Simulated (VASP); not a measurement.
# MnS (Fm-3m) in VASP: a series of runs

Runs on MnS. Level: PBE. Tasks: single point.

Program: VASP 6.6.1. These are calculated values, not measurements. Logs are shortened: lines on timing, memory, paths and dates and some standing lists are left out, and cuts for length are marked.

### Step 1. The cell of the first run

It takes space group Fm-3m (No. 225, cubic). The conventional cell has a = 5.086 Å, b = 5.086 Å, c = 5.086 Å, α = 90.00°, β = 90.00°, γ = 90.00°. Mn (site symmetry m-3m) has 6 S at 2.54 Å within 3.4 Å. Within 3.4 Å of S (site symmetry m-3m) lie 6 Mn at 2.54 Å.

### Step 2. Single point, PBE

The input, INCAR:

```
SYSTEM = MnS
PREC = Accurate
ENCUT = 520
EDIFF = 1E-6
ISMEAR = 0
SIGMA = 0.05
LREAL = .FALSE.
LASPH = .TRUE.
NELM = 80
ALGO = Normal
ISIF = 2
LWAVE = .FALSE.
LCHARG = .FALSE.
GGA = PE
NBANDS = 16
```

The input, KPOINTS:

```
regular mesh
0
G
  12 12 12
  0 0 0
```

The input, POSCAR:

```
MnS
1.0
    0.0000000000      2.5431237759      2.5431237759
    2.5431237759      0.0000000000      2.5431237759
    2.5431237759      2.5431237759      0.0000000000
Mn S
1 1
Direct
    0.0000000000      0.0000000000      0.0000000000
    0.5000000000      0.5000000000      0.5000000000
```

Potentials or basis: VASP PAW PBE potentials, release 64 (Mn_pv, S).

Command:

```sh
> cat potpaw_PBE.64/Mn_pv/POTCAR potpaw_PBE.64/S/POTCAR > POTCAR
> mpirun -np 1 vasp_std > vasp.out
```

OUTCAR:

```text
SYSTEM = MnS
   PREC = Accurate
   ENCUT = 520
   EDIFF = 1E-6
   ISMEAR = 0
   LREAL = .FALSE.
   LASPH = .TRUE.
   NELM = 80
   ISIF = 2
   GGA = PE

 ion  position               nearest neighbor table
   1  0.000  0.000  0.000-   2 2.54   2 2.54   2 2.54   2 2.54   2 2.54   2 2.54
   2  0.500  0.500  0.500-   1 2.54   1 2.54   1 2.54   1 2.54   1 2.54   1 2.54

  LATTYP: Found a face centered cubic cell.
 ALAT       =     5.0862475518

  Lattice vectors:

 A1 = (   0.0000000000,   2.5431237759,   2.5431237759)
 A2 = (   2.5431237759,   0.0000000000,   2.5431237759)
 A3 = (   2.5431237759,   2.5431237759,   0.0000000000)

Analysis of symmetry for initial positions (statically):
=====================================================================
 Subroutine PRICEL returns:
 Original cell was already a primitive cell.

 Routine SETGRP: Setting up the symmetry group for a
 face centered cubic supercell.

 Subroutine GETGRP returns: Found 48 space group operations
 (whereof 48 operations were pure point group operations)
 out of a pool of 48 trial point group operations.

The static configuration has the point symmetry O_h .

Analysis of symmetry for dynamics (positions and initial velocities):
=====================================================================
 Subroutine PRICEL returns:
 Original cell was already a primitive cell.

 Routine SETGRP: Setting up the symmetry group for a
 face centered cubic supercell.

 Subroutine GETGRP returns: Found 48 space group operations
 (whereof 48 operations were pure point group operations)
 out of a pool of 48 trial point group operations.

The dynamic configuration has the point symmetry O_h .

 Subroutine INISYM returns: Found 48 space group operations
 (whereof 48 operations are pure point group operations),
 and found     1 'primitive' translations

----------------------------------------------------------------------------------------

                                     Primitive cell

  volume of cell :      32.8952

  direct lattice vectors                    reciprocal lattice vectors
     0.000000000  2.543123776  2.543123776    -0.196608598  0.196608598  0.196608598
     2.543123776  0.000000000  2.543123776     0.196608598 -0.196608598  0.196608598
     2.543123776  2.543123776  0.000000000     0.196608598  0.196608598 -0.196608598

  length of vectors
     3.596520135  3.596520135  3.596520135     0.340536081  0.340536081  0.340536081

  position of ions in fractional coordinates (direct lattice)
     0.000000000  0.000000000  0.000000000
     0.500000000  0.500000000  0.500000000

  ion indices of the primitive-cell ions
   primitive index   ion index
                 1           1
                 2           2

----------------------------------------------------------------------------------------

 KPOINTS: regular mesh

Automatic generation of k-mesh.
 Grid dimensions read from file:
 generate k-points for:   12   12   12

 Generating k-lattice:

  Cartesian coordinates                     Fractional coordinates (reciprocal lattice)
    -0.016384050  0.016384050  0.016384050     0.083333333  0.000000000  0.000000000
     0.016384050 -0.016384050  0.016384050     0.000000000  0.083333333  0.000000000
     0.016384050  0.016384050 -0.016384050     0.000000000  0.000000000  0.083333333

  Length of vectors
     0.028378007  0.028378007  0.028378007

  Shift w.r.t. Gamma in fractional coordinates (k-lattice)
     0.000000000  0.000000000  0.000000000

 Subroutine IBZKPT returns following result:
 ===========================================

 Found     72 irreducible k-points:

 Following reciprocal coordinates:
            Coordinates               Weight
  0.000000  0.000000  0.000000      1.000000
  0.083333  0.000000  0.000000      8.000000
  0.166667  0.000000  0.000000      8.000000
  0.250000  0.000000  0.000000      8.000000
  0.333333  0.000000  0.000000      8.000000
  0.416667  0.000000  0.000000      8.000000
[... 16 lines left out ...]
  0.500000  0.166667  0.000000     24.000000
 -0.416667  0.166667  0.000000     24.000000
 [... further k-points ...]
   k-points           NKPTS =     72   k-points in BZ     NKDIM =     72   number of bands    NBANDS=     16
   number of dos      NEDOS =    301   number of ions     NIONS =      2
   total plane-waves  NPLWV =  21952
   dimension x,y,z NGX =    28 NGY =   28 NGZ =   28
   dimension x,y,z NGXF=    56 NGYF=   56 NGZF=   56
   ions per type =               1   1
   NGX,Y,Z   is equivalent  to a cutoff of  12.94, 12.94, 12.94 a.u.
   NGXF,Y,Z  is equivalent  to a cutoff of  25.89, 25.89, 25.89 a.u.
 SYSTEM =  MnS
   PREC   = accura    normal or accurate (medium, high low for compatibility)
   ISTART =      0    job   : 0-new  1-cont  2-samecut
   ICHARG =      2    charge: 1-file 2-atom 10-const
   ISPIN  =      1    spin polarized calculation?
   LNONCOLLINEAR =      F non collinear calculations
   LSORBIT =      F    spin-orbit coupling
   LASPH  =      T    aspherical Exc in radial PAW
   ENCUT  =  520.0 eV  38.22 Ry    6.18 a.u.   6.69  6.69  6.69*2*pi/ulx,y,z
   NELM   =     80;   NELMIN=  2; NELMDL= -5     # of ELM steps
   EDIFF  = 0.1E-05   stopping-criterion for ELM
   LREAL  =      F    real-space projection
   EDIFFG = 0.1E-04   stopping-criterion for IOM
   NSW    =      0    number of steps for IOM
   IBRION =     -1    ionic relax: 0-MD 1-quasi-New 2-CG
   NFREE  =      0    steps in history (QN), initial steepest desc. (CG)
   ISIF   =      2    stress and relaxation
   ISYM   =      2    0-nonsym 1-usesym 2-fastsym
   POTIM  = 0.5000    time-step for ionic-motion
   TEBEG  =    0.0;   TEEND  =   0.0 temperature during run
   PSTRESS=    0.0 pullay stress
   NELECT =      19.0000    total number of electrons
   NUPDOWN=      -1.0000    fix difference up-down
   EMIN   =  10.00;   EMAX   =-10.00  energy-range for DOS
   EFERMI =   0.00;   METHOD = LEGACY
   ISMEAR =     0;   SIGMA  =   0.05  broadening in eV -4-tet -1-fermi 0-gaus
   EFERMI_NEDOS =   21; number of points for ismear=-14 and -15
   IALGO  =     38    algorithm
   IMIX   =      4    mixing-type and parameters
     AMIX     =   0.40;   BMIX     =  1.00
     AMIX_MAG =   1.60;   BMIX_MAG =  1.00
  volume/ion in A,a.u.               =      16.45       110.99
  Fermi-wavevector in a.u.,A,eV,Ry     =   1.363375  2.576404 25.290378  1.858790
  Thomas-Fermi vector in A             =   2.489783
   LORBIT       =      0    0 simple, 1 ext, 2 COOP (PROOUT), +10 PAW based schemes
   GGA     = PE    functional components
   LHFCALC =     F    Hartree Fock is set to
   AEXX    =    0.0000 exact exchange contribution
   IVDW    =     0    specifies the selected vdW correction
   LEPSILON=     F    determine dielectric tensor
   LRPA    =     F    only Hartree local field effects (RPA)
 non-spin polarized calculation
 Gauss-broadening in eV      SIGMA  =   0.05
  energy-cutoff  :      520.00
  volume of cell :       32.90
 maximum number of plane-waves:       911
   NGX = 13   NGY = 13   NGZ = 13

 number of electron      19.0000014 magnetization

 Free energy of the ion-electron system (eV)
  ---------------------------------------------------
  ext. energy  EPLUGINS =         0.00000000
  ---------------------------------------------------
  free energy    TOTEN  =       -12.23497892 eV

  energy without entropy =      -12.21800039  energy(sigma->0) =      -12.22648965

 E-fermi :   6.8742     XC(G=0): -11.0855

 val. band max:        6.8728651929   @ k =   0.4167   0.0000   0.0000
 cond. band min:       6.8745299277   @ k =  -0.4167   0.4167   0.0000
 fundamental gap:      0.0016647349
 Fermi energy:         6.8741737080

 k-point     1 :       0.0000    0.0000    0.0000
  band No.  band energies     occupation
      1     -40.9574      2.00000
      2     -40.9574      2.00000
      3     -40.9574      2.00000
      4      -7.8781      2.00000
      5       5.1581      2.00000
      6       5.1581      2.00000
[... 8 lines left out ...]
     15      16.5451      0.00000
     16      16.5452      0.00000

 k-point     2 :       0.0833    0.0000    0.0000
  band No.  band energies     occupation
      1     -40.9583      2.00000
      2     -40.9575      2.00000
      3     -40.9575      2.00000
      4      -7.8040      2.00000
      5       4.5029      2.00000
      6       4.7299      2.00000
[... 8 lines left out ...]
     15      16.5179      0.00000
     16      16.5179      0.00000

 k-point     3 :       0.1667    0.0000    0.0000
  band No.  band energies     occupation
      1     -40.9608      2.00000
      2     -40.9579      2.00000
      3     -40.9579      2.00000
      4      -7.5908      2.00000
      5       3.3476      2.00000
      6       4.1420      2.00000
[... 8 lines left out ...]
     15      16.1424      0.00000
     16      16.1424      0.00000

 k-point     4 :       0.2500    0.0000    0.0000
  band No.  band energies     occupation
      1     -40.9641      2.00000
      2     -40.9583      2.00000
      3     -40.9583      2.00000
      4      -7.2686      2.00000
      5       2.1453      2.00000
      6       3.6410      2.00000
[... 8 lines left out ...]
     15      15.2009      0.00000
     16      15.2009      0.00000

 k-point     5 :       0.3333    0.0000    0.0000
  band No.  band energies     occupation
      1     -40.9675      2.00000
      2     -40.9588      2.00000
      3     -40.9588      2.00000
      4      -6.8982      2.00000
      5       1.0931      2.00000
      6       3.2667      2.00000
[... 8 lines left out ...]
     15      14.2150      0.00000
     16      15.8504      0.00000

 k-point     6 :       0.4167    0.0000    0.0000
  band No.  band energies     occupation
      1     -40.9700      2.00000
      2     -40.9591      2.00000
      3     -40.9591      2.00000
      4      -6.5832      2.00000
      5       0.3529      2.00000
      6       3.0363      2.00000
[... 8 lines left out ...]
     15      13.4837      0.00000
     16      16.8255      0.00000

 k-point     7 :       0.5000    0.0000    0.0000
  band No.  band energies     occupation
      1     -40.9709      2.00000
      2     -40.9593      2.00000
      3     -40.9593      2.00000
      4      -6.4553      2.00000
      5       0.0808      2.00000
      6       2.9587      2.00000
[... 8 lines left out ...]
     15      13.2043      0.00000
     16      17.2132      0.00000

 k-point     8 :       0.0833    0.0833    0.0000
  band No.  band energies     occupation
      1     -40.9582      2.00000
      2     -40.9577      2.00000
      3     -40.9577      2.00000
      4      -7.7800      2.00000
      5       4.1768      2.00000
      6       4.8087      2.00000
[... 8 lines left out ...]
     15      16.4404      0.00000
     16      16.4404      0.00000

 k-point     9 :       0.1667    0.0833    0.0000
  band No.  band energies     occupation
      1     -40.9601      2.00000
      2     -40.9581      2.00000
      3     -40.9579      2.00000
      4      -7.6152      2.00000
      5       3.4050      2.00000
      6       4.2798      2.00000
[... 8 lines left out ...]
     15      16.0142      0.00000
     16      16.2790      0.00000
[... 172 lines left out ...]
 k-point    19 :       0.1667    0.1667    0.0000
  band No.  band energies     occupation
      1     -40.9605      2.00000
      2     -40.9587      2.00000
      3     -40.9586      2.00000
      4      -7.5062      2.00000
      5       2.9445      2.00000
      6       4.3341      2.00000
[... 8 lines left out ...]
     15      15.1476      0.00000
     16      16.3976      0.00000

 k-point    20 :       0.2500    0.1667    0.0000
  band No.  band energies     occupation
      1     -40.9627      2.00000
      2     -40.9593      2.00000
      3     -40.9591      2.00000
      4      -7.2795      2.00000
      5       2.3235      2.00000
      6       3.8711      2.00000
[... 8 lines left out ...]
     15      14.6468      0.00000
     16      16.3307      0.00000

 k-point    21 :       0.3333    0.1667    0.0000
  band No.  band energies     occupation
      1     -40.9655      2.00000
      2     -40.9598      2.00000
      3     -40.9597      2.00000
      4      -6.9735      2.00000
      5       1.6339      2.00000
      6       3.2750      2.00000
[... 8 lines left out ...]
     15      14.8434      0.00000
     16      15.9194      0.00000

 k-point    22 :       0.4167    0.1667    0.0000
  band No.  band energies     occupation
      1     -40.9680      2.00000
      2     -40.9605      2.00000
      3     -40.9601      2.00000
      4      -6.6569      2.00000
      5       0.9780      2.00000
      6       2.8397      2.00000
[... 8 lines left out ...]
     15      15.2984      0.00000
     16      15.4955      0.00000

 k-point    23 :       0.5000    0.1667    0.0000
  band No.  band energies     occupation
      1     -40.9695      2.00000
      2     -40.9612      2.00000
      3     -40.9601      2.00000
      4      -6.4302      2.00000
      5       0.5343      2.00000
      6       2.6086      2.00000
[... 8 lines left out ...]
     15      14.6901      0.00000
     16      16.1683      0.00000

 k-point    24 :      -0.4167    0.1667    0.0000
  band No.  band energies     occupation
      1     -40.9696      2.00000
      2     -40.9616      2.00000
      3     -40.9598      2.00000
      4      -6.3906      2.00000
      5       0.4573      2.00000
      6       2.5675      2.00000
[... 8 lines left out ...]
     15      14.2460      0.00000
     16      16.3438      0.00000

 [... further k-points ...]

------------------------ aborting loop because EDIFF is reached ----------------------------------------

  FORCE on cell =-STRESS in cart. coord.  units (eV):
  Direction    XX          YY          ZZ          XY          YZ          ZX
  --------------------------------------------------------------------------------------
  -------------------------------------------------------------------------------------
  Total       -4.3619806     -4.3619806     -4.3619806      0.0000000      0.0000000     -0.0000000
  in kB     -212.4524870   -212.4524870   -212.4524870      0.0000000      0.0000000     -0.0000000
  external PRESSURE =    -212.4524870 kB  Pullay stress =       0.0000000 kB

 VOLUME and BASIS-vectors are now :
 -----------------------------------------------------------------------------
  energy-cutoff  :      520.00
  volume of cell :       32.90
      direct lattice vectors                 reciprocal lattice vectors
     0.000000000  2.543123776  2.543123776    -0.196608598  0.196608598  0.196608598
     2.543123776  0.000000000  2.543123776     0.196608598 -0.196608598  0.196608598
     2.543123776  2.543123776  0.000000000     0.196608598  0.196608598 -0.196608598

 POSITION                                       TOTAL-FORCE (eV/Angst)
 -----------------------------------------------------------------------------------
      0.00000      0.00000      0.00000         0.000000      0.000000     -0.000000
      2.54312      2.54312      2.54312        -0.000000     -0.000000      0.000000
 -----------------------------------------------------------------------------------
    total drift:                               -0.000000      0.000000      0.000000

  FREE ENERGIE OF THE ION-ELECTRON SYSTEM (eV)
  ---------------------------------------------------
  free  energy   TOTEN  =       -12.2349789171 eV

  energy  without entropy=      -12.2180003917  energy(sigma->0) =      -12.22648965
```

Wall time 20 s (1 thread of AMD EPYC 9R45 (Zen 5), shared host); peak memory 0.15 GiB.

What came out:

```
Free energy            : -12.2350 eV
Pressure               : -21.2 GPa
Band gap on the k mesh : zero (an odd number of electrons rules out a gap without spin polarisation)
```

Caveat: the cell stands under tension; the run has no spin polarisation, though such a crystal can be magnetic; semilocal functionals often make such compounds metallic where correlation or magnetic order opens a gap, which also shifts bond lengths. With open d or f shells a metallic result of PBE can be an artefact of self-interaction; +U or a hybrid may open a gap.

### Step 3. Single point, PBE, collinear spin, ferromagnetic start (15.63 Å³/atom)

This run uses another cell than the first one, of 15.63 Å³/atom.

The input, INCAR:

```
SYSTEM = MnS
PREC     = Accurate       ! precision mode
ENCUT    = 520            ! plane-wave cutoff, eV
EDIFF    = 1E-7           ! SCF threshold, eV
ISMEAR   = 0              ! smearing method
SIGMA    = 0.05           ! smearing width, eV
LREAL    = .FALSE.        ! projectors in reciprocal space
LASPH    = .TRUE.         ! aspherical terms in the spheres
NELM     = 150            ! most SCF steps
ALGO     = Normal         ! electronic algorithm
ISIF     = 2              ! what is computed and relaxed
LWAVE    = .FALSE.        ! write WAVECAR
LCHARG   = .FALSE.        ! write CHGCAR
ISPIN    = 2              ! spin polarisation
MAGMOM   = 4.56 0         ! initial moments
LORBIT   = 11             ! projections on sites
LMAXMIX  = 4              ! l up to which the mixer works
GGA      = PE             ! functional
NBANDS   = 20             ! bands
```

The input, KPOINTS:

```
Automatic mesh
0
G
  12 12 12
  0 0 0
```

The input, POSCAR:

```
MnS
1.0
    0.0000000000      2.5000273118      2.5000273118
    2.5000273118      0.0000000000      2.5000273118
    2.5000273118      2.5000273118      0.0000000000
Mn S
1 1
Direct
    0.0000000000      0.0000000000      0.0000000000
    0.5000000000      0.5000000000      0.5000000000
```

Potentials or basis: VASP PAW PBE potentials, release 64 (Mn_pv, S).

Command:

```sh
> cat potpaw_PBE.64/Mn_pv/POTCAR potpaw_PBE.64/S/POTCAR > POTCAR
> mpirun -np 1 vasp_std > vasp.out
```

Run time: 60 s. Hardware: 1 thread of AMD EPYC 9R45 (Zen 5), shared host; peak memory 0.18 GiB.

Results (log left out):

| Quantity | Value |
| --- | --- |
| Free energy | -14.0662 eV |
| Pressure | 3.6 GPa |
| Net moment | 4.30 μB per cell |
| Site moments | Mn +3.96; S +0.07 μB |
| Valence electrons inside the program's atomic spheres | Mn 11.44; S 3.75 |

Levels at points of the mesh, in eV from the Fermi level:
Spin up:
```csv
k point,band 9,band 10,band 11,band 12,band 13,band 14,band 15,band 16
"(0.00, 0.00, 0.00)",-3.33,-2.08,-2.08,-2.08,2.68,8.85,8.85,8.85
"(0.50, 0.00, 0.00)",-2.74,-2.30,0.84,0.84,2.87,5.46,5.46,10.02
"(0.50, 0.50, 0.00)",-3.00,-2.56,-2.56,-1.93,1.14,5.64,11.21,13.22
```
Spin down:
| k point | band 3 | band 4 | band 5 | band 6 | band 7 | band 8 | band 9 | band 10 | band 11 | band 12 |
| --- | --- | --- | --- | --- | --- | --- | --- | --- | --- | --- |
| (0.00, 0.00, 0.00) | -46.36 | -15.25 | -1.89 | -1.89 | -1.89 | -0.13 | -0.13 | -0.13 | -0.02 | -0.02 |
| (0.50, 0.00, 0.00) | -46.36 | -13.65 | -7.29 | -3.97 | -3.97 | 1.08 | 1.08 | 1.33 | 3.29 | 3.45 |
| (0.50, 0.50, 0.00) | -46.36 | -13.48 | -6.39 | -3.65 | -3.65 | -1.48 | 0.50 | 1.37 | 1.37 | 1.56 |

Caveat: the cell stands under pressure; a cell with one magnetic atom can't hold antiferromagnetic order, which such compounds often take; semilocal functionals often make such compounds metallic where correlation or magnetic order opens a gap, which also shifts bond lengths. With open d or f shells a metallic result of PBE can be an artefact of self-interaction; +U or a hybrid may open a gap.

[end of part 1 of 2]
